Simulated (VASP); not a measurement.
# Si13O24 (a cell with a defect) in VASP: further runs, part 2 of 2

VASP 6.6.1.

### 4 Single point, PBE

The input, INCAR:

```
PREC = Accurate
ENCUT = 520
EDIFF = 1E-7
ISMEAR = -1
SIGMA = 0.05
LREAL = Auto
LASPH = T
NELM = 60
ALGO = Normal
ISIF = 2
LWAVE = F
LCHARG = F
GGA = PE
NBANDS = 122
```

The input, KPOINTS:

```
Automatic mesh
0
Gamma
  1 1 1
```

The input, POSCAR:

```
Si13O24
1.0
   -2.4582790000      4.2578640000      5.4316250000
    4.9165580000      0.0000000000      5.4316250000
    4.9165580000      8.5157280000      0.0000000000
Si O
13 24
Direct
    0.4482110156      0.9440058624      0.0401232229
    0.0282277129      0.0081518236      0.2703949959
    0.1275831289      0.5670340437      0.9444369746
    0.4115238223      0.8854729328      0.5421600516
    0.0099482597     -0.0019027853      0.7575443536
    0.0617609632      0.5974524398      0.4404943674
    0.9043607336      0.4479785755      0.2673940489
    0.4589455287      0.4831298171      0.4789693090
    0.6248060616      0.0853129175      0.2075642580
    0.8669793519      0.4473971009      0.7750388257
    0.4838852496      0.5252602640      0.0499643032
    0.6113477242      0.0330634787      0.6920094833
    0.4484540690      0.4273611796      0.7982574789
    0.6138106667      0.9966834304      0.0808830037
    0.6043351021      0.3262335583      0.1446292466
    0.2254915638      0.0032613417      0.1378376092
    0.2610782813      0.5075314810      1.0785177950
    0.9652455106      0.2086020949      0.3368491677
    0.9178598149      0.5254467462      0.0851339706
    0.5917249843      0.8840764563      0.6108362657
    0.5537815410      0.2574489839      0.5714336476
    0.2065071813      0.0244365970      0.6175068657
    0.2882307478      0.4514005780      0.4280259627
    0.9317309780      0.2014105773      0.8147179209
    0.8837942109      0.5503990554      0.5949373261
    0.0318714410      0.5669732877      0.2976252575
    0.0525162763      0.8311419291      0.4176381441
    0.6660002362      0.5451290299      0.3460257972
    0.8508137062      0.9916367575      0.2143975183
    0.3835693218      0.6561747695      0.5768871426
    0.4800264488      0.0029229448      0.3666524652
    0.0412244607      0.5116855800      0.8158165518
    0.0896811220      0.8178925783      0.8935407494
    0.6189044673      0.5372872801      0.8711044962
    0.8206641346      0.9505001118      0.7304159697
    0.4920373118      0.7067567876      0.0996945938
    0.4493635464      0.0324812054      0.8693409575
```

The run is started by

```sh
cat potpaw_PBE.64/Si/POTCAR potpaw_PBE.64/O/POTCAR > POTCAR
mpirun -np 1 vasp_gam > vasp.out
```

Run time: 2.2 min. Hardware: 1 thread of Intel Xeon Platinum 8259CL at 2.50GHz (Skylake/Cascade Lake), shared host; peak memory 0.46 GiB.

It converged, with:

```
Free energy            : -280.7074 eV
Pressure               : 2.4 GPa
Largest force          : 4.622 eV/Å
Band gap on the k mesh : 1.43 eV
```

Forces on the atoms (eV/Å):
```
Si  -0.141  0.679 -1.032
Si   1.739 -0.765  0.390
Si   0.736 -0.641 -0.535
Si   0.135  0.038  1.932
Si   0.396  1.646 -0.746
Si   0.747 -0.035 -0.690
Si   1.066 -2.681  0.061
Si  -3.249  1.647  2.846
Si  -0.378 -0.417  0.604
Si  -0.195  1.559  1.320
Si   0.064  0.847 -0.235
Si   2.784 -1.022 -0.336
Si   0.130  0.144  0.267
O    0.771 -0.095  0.854
O   -0.379  1.109 -1.252
O    1.187 -0.417  0.497
O   -1.312 -0.465  0.619
O   -0.948 -0.436 -0.248
O   -0.681  1.187 -0.053
O    0.122 -0.468 -1.474
O   -0.299  0.871 -0.859
O    0.006 -0.584 -0.632
O    1.312  0.599  0.348
O    0.777 -0.797  0.362
O   -0.879  0.752 -0.236
O    1.123  0.001 -1.024
O   -0.803  1.116 -0.228
O    0.853  0.379 -1.943
O   -0.276  1.206  0.937
O   -0.387 -0.110  0.159
O    0.433 -0.040 -1.011
O    0.310 -0.911 -1.452
O   -0.128 -0.927 -0.087
O   -1.214 -0.715  0.411
O   -0.868  0.685  1.780
O   -0.779 -0.188 -0.349
O   -1.776 -2.753  1.035
```

Stress tensor (GPa, compression positive):
```
 2.12 -0.08  1.69
-0.08  4.76  1.52
 1.69  1.52  0.31
```

Levels at points of the mesh, in eV from the valence-band top:
```csv
k point,band 96,band 97,band 98,band 99,band 100,band 101
"(0.00, 0.00, 0.00)",-2.74,-2.42,0.00,1.43,2.48,2.77
```

Caveat: the k points lie up to 0.94 Å⁻¹ apart, too coarse for converged energies, forces and pressures.

### 5 Single point, PBE

The input, INCAR:

```
SYSTEM = Si13O24
ALGO = Normal
EDIFF = 1E-7
ENCUT = 520
GGA = PE
ISIF = 2
ISMEAR = -1
LASPH = .TRUE.
LCHARG = .FALSE.
LREAL = Auto
LWAVE = .FALSE.
NBANDS = 122
NELM = 60
PREC = Accurate
SIGMA = 0.05
```

The input, KPOINTS:

```
k-points
0
G
  1 1 1
  0 0 0
```

The input, POSCAR:

```
Si13O24
1.0
   -2.4582790000      4.2578640000      5.4316250000
    4.9165580000      0.0000000000      5.4316250000
    4.9165580000      8.5157280000      0.0000000000
Si O
13 24
Direct
    0.4230218528      0.9548530925      0.0299834003
    0.0134807404      0.0316806984      0.2743747617
    0.1466530694      0.5683815657      0.9281967643
    0.4088555800      0.9034220533      0.5495418060
   -0.0036720646     -0.0073007106      0.7678069511
    0.0559428426      0.6086833052      0.4605246885
    0.8854974126      0.4637488995      0.2690401155
    0.4855136895      0.4663561469      0.4848027955
    0.6212270912      0.0695974778      0.2115849088
    0.9122649753      0.4098807914      0.7937665227
    0.4913442292      0.5008266220      0.0457063794
    0.5999893923      0.0435749186      0.6847478884
    0.4754885471      0.5091707399      0.7463994191
    0.5919175805      0.9854372627      0.0886472000
    0.5915595505      0.3127554565      0.1648385066
    0.2059676360      0.0379925048      0.1205789825
    0.2958527780      0.4600536036      1.0438213982
    0.9401583870      0.2234344604      0.3395756005
    0.9548866536      0.5284815834      0.0900360478
    0.5900907310      0.8495705122      0.6317925983
    0.5491353038      0.2207263858      0.5466657177
    0.1812460014      0.0304770097      0.6174667833
    0.2757416571      0.4852276661      0.4551964935
    0.9568234314      0.1779750865      0.8524081508
    0.9013172419      0.5040080521      0.6175060738
   -0.0033716037      0.5668862057      0.3194272797
    0.0579600471      0.8464838348      0.4235473470
    0.6461760257      0.5519000565      0.3349766882
    0.8462392067      0.9737317965      0.2276761948
    0.4038830640      0.6704179049      0.5710516872
    0.4850658986     -0.0101251580      0.3666809664
    0.0709997998      0.4866049686      0.8142923903
    0.0601741665      0.8054231455      0.8965042781
    0.6647460977      0.5009823905      0.8749459261
    0.8153240869      0.9965646205      0.7154245559
    0.4506102284      0.7158178663      0.0725437602
    0.4359449862      0.0382225051      0.8462935333
```

The run is started by

```sh
cat potpaw_PBE.64/Si/POTCAR potpaw_PBE.64/O/POTCAR > POTCAR
mpirun -np 1 vasp_gam > vasp.out
```

It took 2.2 min on 1 thread of Intel Xeon Platinum 8259CL at 2.50GHz (Skylake/Cascade Lake), shared host; peak memory 0.47 GiB.

Results (log left out):

```yaml
Free_energy: -280.8170 eV
Pressure: 4.3 GPa
Largest_force: 5.764 eV/Å
Band_gap_on_the_k_mesh: 2.05 eV
```

Forces on the atoms (eV/Å):
```
Si  -1.445 -0.278  0.110
Si  -1.973 -0.500 -0.914
Si  -0.176  0.460 -1.640
Si  -0.090 -2.149  0.578
Si   1.446  2.026  2.715
Si   0.288 -3.086 -2.220
Si  -0.783 -2.105  0.283
Si   0.615  0.520  0.662
Si  -1.155 -0.796  1.722
Si   1.527 -2.908 -1.213
Si  -0.945  1.129  1.899
Si  -0.229  1.573 -1.154
Si  -0.491  0.131 -0.687
O    0.121 -0.911  0.442
O    0.094  0.032 -0.174
O    2.857  0.398 -1.237
O   -0.490  0.372 -1.020
O   -0.249 -0.138 -0.097
O   -0.427 -1.293 -1.473
O    1.146 -0.299  0.251
O   -0.011 -0.944  0.426
O   -1.472  0.625  0.616
O   -1.386  1.063  0.622
O   -2.618 -0.676 -2.412
O   -0.497 -0.236  1.481
O    2.210  4.448  2.925
O   -0.524 -0.439 -0.581
O    0.119  0.297 -1.048
O    0.166  0.612  1.428
O   -0.276 -0.636 -0.283
O    2.473  1.704 -2.687
O    1.097  2.717  2.799
O    0.565 -0.645  0.952
O    0.280 -0.172 -0.203
O    0.099 -1.257 -0.867
O   -0.561  0.268 -0.176
O    0.694  1.092  0.178
```

Stress tensor (GPa, compression positive):
```
 3.65 -4.40  2.00
-4.40  3.88  1.80
 2.00  1.80  5.33
```

Levels at points of the mesh, in eV from the valence-band top:
```tsv
k point	band 96	band 97	band 98	band 99	band 100	band 101
(0.00, 0.00, 0.00)	-2.41	-2.34	0.00	2.05	2.45	2.99
```

Caveat: the k points lie up to 0.94 Å⁻¹ apart.

### 6 The runs side by side

```tsv
cell	gap on the mesh (eV)	pressure (GPa)	largest force (eV/Å)
as given, atomic positions A	2.02	3.9	0.12
as given, atomic positions B	1.62	4.6	4.09
as given, atomic positions C	1.43	2.4	4.62
as given, atomic positions D	2.05	4.3	5.76
```

Alike in all rows: task single point; level PBE; potentials or basis VASP PAW PBE potentials, release 64 (Si, O); no spin polarisation; k mesh 1 × 1 × 1; cutoff (eV) 520; smearing fermi-dirac 0.05 eV.

Caveats: all runs use coarse meshes.

Absolute energies hang on the potentials; compare differences alone.
